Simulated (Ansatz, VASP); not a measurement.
# Two plane-wave programs on S

```
CELL_PARAMETERS angstrom
1.70209 0.98270 5.98031
-1.70209 0.98270 5.98031
0.00000 -1.96540 5.98031
ATOMIC_POSITIONS crystal
S 0.00000 0.00000 0.00000
S 0.25582 0.25582 0.25582
S 0.74418 0.74418 0.74418
```

Alike in both runs: functional r2SCAN; k mesh 6 × 6 × 6; occupations gaussian, width 0.1 eV; no spin polarisation.

Ansatz relaxed the structure, and its values are those at the end. VASP's run is a single point on that final structure, the one shown.

```csv
,VASP,Ansatz
version,VASP 6.6.1,Ansatz 0.2.0
potentials or method,"VASP PAW PBE potentials, release 64 (S), cutoff 520 eV","scalar-relativistic, plane waves, PAW"
valence electrons in the cell,18,18
```

|  | VASP | Ansatz | Ansatz less VASP |
| --- | --- | --- | --- |
| gap on the k mesh at the Fermi level (eV) | 0.63 | 0.63 | -0.006 |
| least direct gap on the mesh (eV) | 0.99 | 1.00 | +0.001 |
| pressure (GPa) | -0.4 | -0.1 | +0.31 |
| rms of the force components (eV/Å) | 0.022 | 0.007 | -0.0147 |

VASP's potentials were made for PBE, not for r2SCAN.
